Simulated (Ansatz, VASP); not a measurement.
Co: VASP beside Ansatz

The input INCAR:

```
SYSTEM = Co
PREC = Accurate ; ENCUT = 520
EDIFF = 1E-6 ; ISMEAR = -1
SIGMA = 0.05 ; LREAL = .FALSE.
LASPH = .TRUE. ; NELM = 150
ALGO = Normal ; ISIF = 2
LWAVE = .FALSE. ; LCHARG = .TRUE.
ISPIN = 2 ; MAGMOM = 1.7 1.7 1.7
LORBIT = 11 ; LMAXMIX = 4
GGA = PE ; LELF = .TRUE.
LVHAR = .TRUE. ; NBANDS = 24
```

KPOINTS

```
regular mesh
0
G
  10 10 14
  0 0 0
```

Contents of POSCAR:

```
Co
1.0
    3.9609874913      0.0000000000      0.0000000000
   -1.9804937456      3.4303157915      0.0000000000
    0.0000000000      0.0000000000      2.4403879364
Co
3
Direct
    0.0000000000      0.0000000000      0.0000000000
    0.3333333333      0.6666666667      0.5000000000
    0.6666666667      0.3333333333      0.5000000000
```

Input for Ansatz:

```yaml
crystal:
  lattice:
    - [3.9609874913, 0.0, 0.0]
    - [-1.9804937456, 3.4303157915, 0.0]
    - [0.0, 0.0, 2.4403879364]
  atoms:
    - { symbol: Co, position: [0.0, 0.0, 0.0], spin: 1.7 }
    - { symbol: Co, position: [0.3333333333, 0.6666666667, 0.5], spin: 1.7 }
    - { symbol: Co, position: [0.6666666667, 0.3333333333, 0.5], spin: 1.7 }
magnetization:
  spin_polarized: true
kpoints:
  mp_grid: { grid: [10, 10, 14] }
  band_path:
    path:
      - [0.0, 0.0, 0.0]
      - [0.5, 0.0, 0.0]
      - [0.3333333333, 0.3333333333, 0.0]
      - [0.0, 0.0, 0.0]
      - [0.0, 0.0, 0.5]
      - [0.5, 0.0, 0.5]
      - [0.3333333333, 0.3333333333, 0.5]
      - [0.0, 0.0, 0.5]
      - [0.5, 0.0, 0.5]
    npoints: 14
scf:
  occupations: { method: fermi_dirac, width: 0.05 }
hamiltonian:
  xc: pbe
  pseudopotentials: { kind: all_electron, lapw: { basis_error: 0.001 } }
output:
  forces: true
  stress: true
  eigenvalues: true
  populations: true
  dos: { projected: true, de: 0.2, e_range: [-14, 8] }
```

Alike in both runs: task single point; functional PBE; k mesh 10 × 10 × 14; occupations fermi-dirac, width 0.05 eV; collinear spin.

|  | VASP | Ansatz |
| --- | --- | --- |
| version | VASP 6.6.1 | Ansatz 0.2.0 |
| potentials or method | VASP PAW PBE potentials, release 64 (Co), cutoff 520 eV | all-electron LAPW, scalar-relativistic |

VASP gave:

| Item | Value |
| --- | --- |
| pressure (GPa) | -0.7 |
| traceless stress, the component that is largest in VASP (GPa) | -0.06 |
| net moment per atom (μB) | 1.64 |
| size of the moment on the site where the two differ most (μB) | 1.62 |

**Question.** Which values does Ansatz return?

**Answer.** Pressure (GPa): 0.0; traceless stress, the component that is largest in VASP (GPa): -0.09; net moment per atom (μB): 1.65; size of the moment on the site where the two differ most (μB): 1.69.

Site moments also hang on the region over which each program counts them. Ansatz ran all-electron here, and VASP with PAW potentials.
